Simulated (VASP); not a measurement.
# BiTe (I4/mmm) in VASP: further runs

BiTe is run at these levels: PBE; tasks: single point.

Program: VASP 6.6.1. These are calculated values, not measurements. Logs are shortened: lines on timing, memory, paths and dates and some standing lists are left out, and cuts for length are marked.

## Step 1: The cell of the first run

It takes space group I4/mmm (No. 139, tetragonal). The conventional cell has a = 4.598 Å, b = 4.598 Å, c = 6.047 Å, α = 90.00°, β = 90.00°, γ = 90.00°. Bi (site symmetry 4/mmm) has 6 Te at 3.02 to 3.25 Å within 4.0 Å. Within 4.0 Å of Te (site symmetry 4/mmm) lie 6 Bi at 3.02 to 3.25 Å.

## Step 2: Single point, PBE

INCAR reads:

```
  PREC = Accurate
  ENCUT = 520
  EDIFF = 1E-6
  ISMEAR = 0
  SIGMA = 0.15
  LREAL = False
  LASPH = True
  NELM = 80
  ALGO = Normal
  ISIF = 2
  LWAVE = False
  LCHARG = False
  GGA = PE
  NBANDS = 18
```

KPOINTS reads:

```
regular mesh
0
Gamma
  12 12 12
```

POSCAR reads:

```
BiTe
1.0
    0.0000000000      3.2511939987      3.0236104188
    3.2511939987      0.0000000000      3.0236104188
    3.2511939987      3.2511939987      0.0000000000
Bi Te
1 1
Direct
    0.0000000000      0.0000000000      0.0000000000
    0.5000000000      0.5000000000      0.5000000000
```

Potentials or basis: VASP PAW PBE potentials, release 64 (Bi_d, Te).

Run with:

```console
cat potpaw_PBE.64/Bi_d/POTCAR potpaw_PBE.64/Te/POTCAR > POTCAR
mpirun -np 1 vasp_std > vasp.out
```

OUTCAR:

```text
PREC = Accurate
   ENCUT = 520
   EDIFF = 1E-6
   ISMEAR = 0
   LREAL = False
   LASPH = True
   NELM = 80
   ISIF = 2
   GGA = PE

 ion  position               nearest neighbor table
   1  0.000  0.000  0.000-   2 3.02   2 3.02   2 3.25   2 3.25   2 3.25   2 3.25
   2  0.500  0.500  0.500-   1 3.02   1 3.02   1 3.25   1 3.25   1 3.25   1 3.25

  LATTYP: Found a body centered tetragonal cell.
 ALAT       =     4.5978826469
 C/A-ratio  =     1.3152186130

  Lattice vectors:

 A1 = (   0.0000000000,  -3.2511939987,  -3.0236104188)
 A2 = (   0.0000000000,   3.2511939987,  -3.0236104188)
 A3 = (   3.2511939987,   0.0000000000,   3.0236104188)

Analysis of symmetry for initial positions (statically):
=====================================================================
 Subroutine PRICEL returns:
 Original cell was already a primitive cell.

 Routine SETGRP: Setting up the symmetry group for a
 body centered tetragonal supercell.

 Subroutine GETGRP returns: Found 16 space group operations
 (whereof 16 operations were pure point group operations)
 out of a pool of 16 trial point group operations.

The static configuration has the point symmetry D_4h.

Analysis of symmetry for dynamics (positions and initial velocities):
=====================================================================
 Subroutine PRICEL returns:
 Original cell was already a primitive cell.

 Routine SETGRP: Setting up the symmetry group for a
 body centered tetragonal supercell.

 Subroutine GETGRP returns: Found 16 space group operations
 (whereof 16 operations were pure point group operations)
 out of a pool of 16 trial point group operations.

The dynamic configuration has the point symmetry D_4h.

 Subroutine INISYM returns: Found 16 space group operations
 (whereof 16 operations are pure point group operations),
 and found     1 'primitive' translations

----------------------------------------------------------------------------------------

                                     Primitive cell

  volume of cell :      63.9207

  direct lattice vectors                    reciprocal lattice vectors
     0.000000000  3.251193999  3.023610419    -0.153789654  0.153789654  0.165365219
     3.251193999  0.000000000  3.023610419     0.153789654 -0.153789654  0.165365219
     3.251193999  3.251193999  0.000000000     0.153789654  0.153789654 -0.165365219

  length of vectors
     4.439874140  4.439874140  4.597882647     0.273218175  0.273218175  0.273218175

  position of ions in fractional coordinates (direct lattice)
     0.000000000  0.000000000  0.000000000
     0.500000000  0.500000000  0.500000000

  ion indices of the primitive-cell ions
   primitive index   ion index
                 1           1
                 2           2

----------------------------------------------------------------------------------------

 KPOINTS: regular mesh

Automatic generation of k-mesh.
 Grid dimensions read from file:
 generate k-points for:   12   12   12

 Generating k-lattice:

  Cartesian coordinates                     Fractional coordinates (reciprocal lattice)
    -0.012815804  0.012815804  0.013780435     0.083333333  0.000000000  0.000000000
     0.012815804 -0.012815804  0.013780435     0.000000000  0.083333333  0.000000000
     0.012815804  0.012815804 -0.013780435    -0.000000000 -0.000000000  0.083333333

  Length of vectors
     0.022768181  0.022768181  0.022768181

  Shift w.r.t. Gamma in fractional coordinates (k-lattice)
     0.000000000  0.000000000  0.000000000

 Subroutine IBZKPT returns following result:
 ===========================================

 Found    163 irreducible k-points:

 Following reciprocal coordinates:
            Coordinates               Weight
  0.000000  0.000000  0.000000      1.000000
  0.083333  0.000000  0.000000      8.000000
  0.166667  0.000000  0.000000      8.000000
  0.250000  0.000000  0.000000      8.000000
  0.333333  0.000000  0.000000      8.000000
  0.416667  0.000000  0.000000      8.000000
[... 16 lines left out ...]
  0.500000  0.166667  0.000000      8.000000
 -0.416667  0.166667  0.000000      8.000000
 [... further k-points ...]
   k-points           NKPTS =    163   k-points in BZ     NKDIM =    163   number of bands    NBANDS=     18
   number of dos      NEDOS =    301   number of ions     NIONS =      2
   total plane-waves  NPLWV =  46656
   dimension x,y,z NGX =    36 NGY =   36 NGZ =   36
   dimension x,y,z NGXF=    72 NGYF=   72 NGZF=   72
   ions per type =               1   1
   NGX,Y,Z   is equivalent  to a cutoff of  13.48, 13.48, 13.02 a.u.
   NGXF,Y,Z  is equivalent  to a cutoff of  26.96, 26.96, 26.03 a.u.
 SYSTEM =  unknown system
   PREC   = accura    normal or accurate (medium, high low for compatibility)
   ISTART =      0    job   : 0-new  1-cont  2-samecut
   ICHARG =      2    charge: 1-file 2-atom 10-const
   ISPIN  =      1    spin polarized calculation?
   LNONCOLLINEAR =      F non collinear calculations
   LSORBIT =      F    spin-orbit coupling
   LASPH  =      T    aspherical Exc in radial PAW
   ENCUT  =  520.0 eV  38.22 Ry    6.18 a.u.   8.26  8.26  8.55*2*pi/ulx,y,z
   NELM   =     80;   NELMIN=  2; NELMDL= -5     # of ELM steps
   EDIFF  = 0.1E-05   stopping-criterion for ELM
   LREAL  =      F    real-space projection
   EDIFFG = 0.1E-04   stopping-criterion for IOM
   NSW    =      0    number of steps for IOM
   IBRION =     -1    ionic relax: 0-MD 1-quasi-New 2-CG
   NFREE  =      0    steps in history (QN), initial steepest desc. (CG)
   ISIF   =      2    stress and relaxation
   ISYM   =      2    0-nonsym 1-usesym 2-fastsym
   POTIM  = 0.5000    time-step for ionic-motion
   TEBEG  =    0.0;   TEEND  =   0.0 temperature during run
   PSTRESS=    0.0 pullay stress
   NELECT =      21.0000    total number of electrons
   NUPDOWN=      -1.0000    fix difference up-down
   EMIN   =  10.00;   EMAX   =-10.00  energy-range for DOS
   EFERMI =   0.00;   METHOD = LEGACY
   ISMEAR =     0;   SIGMA  =   0.15  broadening in eV -4-tet -1-fermi 0-gaus
   EFERMI_NEDOS =   21; number of points for ismear=-14 and -15
   IALGO  =     38    algorithm
   IMIX   =      4    mixing-type and parameters
     AMIX     =   0.40;   BMIX     =  1.00
     AMIX_MAG =   1.60;   BMIX_MAG =  1.00
  volume/ion in A,a.u.               =      31.96       215.68
  Fermi-wavevector in a.u.,A,eV,Ry     =   1.129624  2.134681 17.361732  1.276051
  Thomas-Fermi vector in A             =   2.266318
   LORBIT       =      0    0 simple, 1 ext, 2 COOP (PROOUT), +10 PAW based schemes
   GGA     = PE    functional components
   LHFCALC =     F    Hartree Fock is set to
   AEXX    =    0.0000 exact exchange contribution
   IVDW    =     0    specifies the selected vdW correction
   LEPSILON=     F    determine dielectric tensor
   LRPA    =     F    only Hartree local field effects (RPA)
 non-spin polarized calculation
 Gauss-broadening in eV      SIGMA  =   0.15
  energy-cutoff  :      520.00
  volume of cell :       63.92
 maximum number of plane-waves:      1736
 NGX is ok and might be reduce to    36
   NGX = 17   NGY = 17   NGZ = 17

 number of electron      21.0000004 magnetization

 Free energy of the ion-electron system (eV)
  ---------------------------------------------------
  ext. energy  EPLUGINS =         0.00000000
  ---------------------------------------------------
  free energy    TOTEN  =        -7.04413573 eV

  energy without entropy =       -7.02867054  energy(sigma->0) =       -7.03640313

 E-fermi :   7.3776     XC(G=0):  -9.6880

 val. band max:        7.3695087534   @ k =  -0.2500   0.2500   0.5000
 cond. band min:       7.3944385966   @ k =  -0.1667   0.3333   0.1667
 fundamental gap:      0.0249298433
 Fermi energy:         7.3775746542

 k-point     1 :       0.0000    0.0000    0.0000
  band No.  band energies     occupation
      1     -15.8672      2.00000
      2     -15.8397      2.00000
      3     -15.8397      2.00000
      4     -15.8031      2.00000
      5     -15.7970      2.00000
      6      -6.6168      2.00000
[... 10 lines left out ...]
     17      13.1199      0.00000
     18      13.5819      0.00000

 k-point     2 :       0.0833    0.0000    0.0000
  band No.  band energies     occupation
      1     -15.8677      2.00000
      2     -15.8394      2.00000
      3     -15.8392      2.00000
      4     -15.8032      2.00000
      5     -15.7969      2.00000
      6      -6.5499      2.00000
[... 10 lines left out ...]
     17      13.5308      0.00000
     18      13.9413      0.00000

 k-point     3 :       0.1667    0.0000    0.0000
  band No.  band energies     occupation
      1     -15.8690      2.00000
      2     -15.8384      2.00000
      3     -15.8380      2.00000
      4     -15.8032      2.00000
      5     -15.7964      2.00000
      6      -6.3501      2.00000
[... 10 lines left out ...]
     17      14.5294      0.00000
     18      14.8585      0.00000

 k-point     4 :       0.2500    0.0000    0.0000
  band No.  band energies     occupation
      1     -15.8709      2.00000
      2     -15.8370      2.00000
      3     -15.8364      2.00000
      4     -15.8031      2.00000
      5     -15.7956      2.00000
      6      -6.0208      2.00000
[... 10 lines left out ...]
     17      15.7767      0.00000
     18      16.0957      0.00000

 k-point     5 :       0.3333    0.0000    0.0000
  band No.  band energies     occupation
      1     -15.8729      2.00000
      2     -15.8357      2.00000
      3     -15.8352      2.00000
      4     -15.8027      2.00000
      5     -15.7949      2.00000
      6      -5.5689      2.00000
[... 10 lines left out ...]
     17      16.7581      0.00000
     18      17.4899      0.00000

 k-point     6 :       0.4167    0.0000    0.0000
  band No.  band energies     occupation
      1     -15.8743      2.00000
      2     -15.8347      2.00000
      3     -15.8344      2.00000
      4     -15.8021      2.00000
      5     -15.7943      2.00000
      6      -5.0087      2.00000
[... 10 lines left out ...]
     17      16.2625      0.00000
     18      17.5625      0.00000

 k-point     7 :       0.5000    0.0000    0.0000
  band No.  band energies     occupation
      1     -15.8748      2.00000
      2     -15.8343      2.00000
      3     -15.8342      2.00000
      4     -15.8019      2.00000
      5     -15.7940      2.00000
      6      -4.4925      2.00000
[... 10 lines left out ...]
     17      15.8356      0.00000
     18      16.6539      0.00000

 k-point     8 :       0.0833    0.0833    0.0000
  band No.  band energies     occupation
      1     -15.8684      2.00000
      2     -15.8388      2.00000
      3     -15.8388      2.00000
      4     -15.8026      2.00000
      5     -15.7974      2.00000
      6      -6.5106      2.00000
[... 10 lines left out ...]
     17      13.2110      0.00000
     18      13.6682      0.00000
[... 229 lines left out ...]
     17      13.4838      0.00000
     18      13.9271      0.00000

 k-point    20 :       0.2500    0.1667    0.0000
  band No.  band energies     occupation
      1     -15.8747      2.00000
      2     -15.8344      2.00000
      3     -15.8343      2.00000
      4     -15.8003      2.00000
      5     -15.7988      2.00000
      6      -5.9227      2.00000
[... 10 lines left out ...]
     17      14.1946      0.00000
     18      14.4963      0.00000

 k-point    21 :       0.3333    0.1667    0.0000
  band No.  band energies     occupation
      1     -15.8770      2.00000
      2     -15.8328      2.00000
      3     -15.8328      2.00000
      4     -15.7998      2.00000
      5     -15.7985      2.00000
      6      -5.5267      2.00000
[... 10 lines left out ...]
     17      15.2375      0.00000
     18      15.5835      0.00000

 k-point    22 :       0.4167    0.1667    0.0000
  band No.  band energies     occupation
      1     -15.8785      2.00000
      2     -15.8319      2.00000
      3     -15.8317      2.00000
      4     -15.7999      2.00000
      5     -15.7976      2.00000
      6      -5.0196      2.00000
[... 10 lines left out ...]
     17      15.9307      0.00000
     18      16.6463      0.00000

 k-point    23 :       0.5000    0.1667    0.0000
  band No.  band energies     occupation
      1     -15.8787      2.00000
      2     -15.8318      2.00000
      3     -15.8313      2.00000
      4     -15.8006      2.00000
      5     -15.7963      2.00000
      6      -4.4507      2.00000
[... 10 lines left out ...]
     17      16.7561      0.00000
     18      17.3550      0.00000

 k-point    24 :      -0.4167    0.1667    0.0000
  band No.  band energies     occupation
      1     -15.8777      2.00000
      2     -15.8326      2.00000
      3     -15.8316      2.00000
      4     -15.8019      2.00000
      5     -15.7951      2.00000
      6      -4.6115      2.00000
[... 10 lines left out ...]
     17      17.5190      0.00000
     18      18.3742      0.00000

 [... further k-points ...]
[... 5 lines left out ...]
  --------------------------------------------------------------------------------------
  -------------------------------------------------------------------------------------
  Total        0.6642350      0.6642350      4.2206580      0.0000000      0.0000000      0.0000000
  in kB       16.6490993     16.6490993    105.7911031      0.0000000      0.0000000      0.0000000
  external PRESSURE =      46.3631006 kB  Pullay stress =       0.0000000 kB

 VOLUME and BASIS-vectors are now :
 -----------------------------------------------------------------------------
  energy-cutoff  :      520.00
  volume of cell :       63.92
      direct lattice vectors                 reciprocal lattice vectors
     0.000000000  3.251193999  3.023610419    -0.153789654  0.153789654  0.165365219
     3.251193999  0.000000000  3.023610419     0.153789654 -0.153789654  0.165365219
     3.251193999  3.251193999  0.000000000     0.153789654  0.153789654 -0.165365219

 POSITION                                       TOTAL-FORCE (eV/Angst)
 -----------------------------------------------------------------------------------
      0.00000      0.00000      0.00000         0.000000      0.000000      0.000000
      3.25119      3.25119      3.02361        -0.000000     -0.000000     -0.000000
 -----------------------------------------------------------------------------------
    total drift:                               -0.000000      0.000000      0.000000

  FREE ENERGIE OF THE ION-ELECTRON SYSTEM (eV)
  ---------------------------------------------------
  free  energy   TOTEN  =        -7.0441357337 eV

  energy  without entropy=       -7.0286705352  energy(sigma->0) =       -7.03640313
```

Wall time 4.2 min (1 thread of Intel Xeon 8259CL, shared host); peak memory 0.34 GiB.

What came out:

```
Free energy            : -7.0441 eV
Pressure               : 4.6 GPa
Band gap on the k mesh : zero (an odd number of electrons rules out a gap without spin polarisation)
```

Stress tensor (GPa, compression positive):
```
 1.66  0.00  0.00
 0.00  1.66  0.00
 0.00  0.00 10.58
```

Caveat: the stress differs along the axes, from 2 to 11 GPa; spin-orbit coupling is left out, which moves the levels of the heavy elements.

## Step 3: Single point, PBE

This run uses another cell than the first one, of 32.76 Å³/atom.

INCAR reads:

```
SYSTEM = BiTe
PREC = Accurate
ENCUT = 520
EDIFF = 1E-6
ISMEAR = 0
SIGMA = 0.15
LREAL = .FALSE.
LASPH = .TRUE.
NELM = 80
ALGO = Normal
ISIF = 2
LWAVE = .FALSE.
LCHARG = .FALSE.
GGA = PE
NBANDS = 18
```

KPOINTS reads:

```
Automatic mesh
0
G
  12 12 12
  0 0 0
```

POSCAR reads:

```
BiTe
1.0
    0.0000000000      3.2511939987      3.0993632390
    3.2511939987      0.0000000000      3.0993632390
    3.2511939987      3.2511939987      0.0000000000
Bi Te
1 1
Direct
    0.0000000000      0.0000000000      0.0000000000
    0.5000000000      0.5000000000      0.5000000000
```

Potentials or basis: VASP PAW PBE potentials, release 64 (Bi_d, Te).

Run with:

```console
cat potpaw_PBE.64/Bi_d/POTCAR potpaw_PBE.64/Te/POTCAR > POTCAR
mpirun -np 1 vasp_std > vasp.out
```

Wall time 3.2 min (1 thread of Intel Xeon 8259CL, shared host); peak memory 0.34 GiB.

Results (log left out):

```yaml
Free_energy: -7.1270 eV
Pressure: 2.7 GPa
Band_gap_on_the_k_mesh: zero (an odd number of electrons rules out a gap without spin polarisation)
```

Stress tensor (GPa, compression positive):
```
1.05 0.00 0.00
0.00 1.05 0.00
0.00 0.00 6.07
```

Levels at points of the mesh, in eV from the Fermi level:
```
           k point  band 6  band 7  band 8  band 9  band 10  band 11  band 12  band 13  band 14  band 15
(0.00, 0.00, 0.00)  -13.79   -8.00   -3.09   -2.42    -2.42     1.83     1.83     3.02     4.50     4.50
(0.50, 0.00, 0.00)  -11.74  -11.39   -2.04   -2.01    -1.52    -0.92    -0.75    -0.52     7.38     7.78
(0.50, 0.50, 0.00)  -11.56  -10.34   -6.02   -4.24    -4.24     2.05     3.64     3.64     5.72     8.76
(0.50, 0.00, 0.50)  -12.09   -9.78   -5.85   -4.48    -3.84     2.16     3.20     4.43     4.96     8.47
```

Caveat: the stress differs along the axes, from 1 to 6 GPa; spin-orbit coupling is left out, which moves the levels of the heavy elements.

The gap in the log of VASP goes by the Fermi energy; the results here count the filled bands.